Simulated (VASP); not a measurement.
Wanted: the native input for a VASP 6.6.1 run.

```
Task                               : single point
Functional                         : PBE-based screened hybrid with 25 % exact exchange
Potentials or basis                : VASP PAW PBE potentials, release 64 (Ge_d)
Cutoff                             : 520 eV
k mesh                             : 5 × 5 × 3
Occupations                        : fermi-dirac, width 0.05 eV
Spin                               : no spin polarisation
Dipole correction                  : no
Grid for exact exchange (PRECFOCK) : Normal
Share of exact exchange            : 0.25
Further INCAR settings             : ALGO = Normal; EDIFF = 1e-06; NBANDS = 21
Screening parameter                : 0.3 1/Å
```

The system is Ge.

```
CELL_PARAMETERS angstrom
1.49466 -2.60397 0.00000
1.49466 2.60397 0.00000
0.00000 0.00000 4.90783
ATOMIC_POSITIONS crystal
Ge 0.25014 0.74986 0.25000
Ge 0.74986 0.25014 0.75000
```

These files were run (other wordings do the same):

POSCAR

```
Ge
1.0
    1.4946640368     -2.6039747426      0.0000000000
    1.4946640368      2.6039747426      0.0000000000
    0.0000000000      0.0000000000      4.9078309722
Ge
2
Direct
    0.2501428341      0.7498571659      0.2500000000
    0.7498571659      0.2501428341      0.7500000000
```

INCAR.step1

```
ALGO = Normal
EDIFF = 1E-5
ENCUT = 520
GGA = PE
ISIF = 2
ISMEAR = -1
LASPH = True
LREAL = False
LWAVE = True
NBANDS = 21
NELM = 60
PREC = Accurate
SIGMA = 0.05
```

INCAR.step2

```
AEXX = 0.25
ALGO = Normal
EDIFF = 1E-6
ENCUT = 520
GGA = PE
HFSCREEN = 0.3
ISIF = 2
ISMEAR = -1
ISTART = 1
LASPH = True
LCHARG = True
LELF = True
LHFCALC = True
LREAL = False
LVHAR = True
LWAVE = False
NBANDS = 21
NELM = 60
PREC = Accurate
PRECFOCK = Normal
SIGMA = 0.05
```

KPOINTS

```
k-points
0
Gamma
  5 5 3
```

Potentials or basis: VASP PAW PBE potentials, release 64 (Ge_d).

Command:

```bash
$ cat potpaw_PBE.64/Ge_d/POTCAR > POTCAR
$ cp INCAR.step1 INCAR
$ mpirun -np 1 vasp_std > vasp.out
$ cp INCAR.step2 INCAR
$ mpirun -np 1 vasp_std > vasp.out
```

Results of the run:

* Pressure: 0.1 GPa
* Band gap on the k mesh: zero (bands 14 and 15 overlap by 8.07 eV)

Caveat: the k points lie up to 0.48 Å⁻¹ apart, too coarse for converged energies and pressures of a metal; the PAW data sets were made with another functional, which shifts forces and pressure a little.

Run time: 62 min on 1 thread of Intel(R) Xeon(R) Platinum 8375C CPU @ 2.90GHz (Ice Lake) (shared host), peak memory 0.26 GiB.
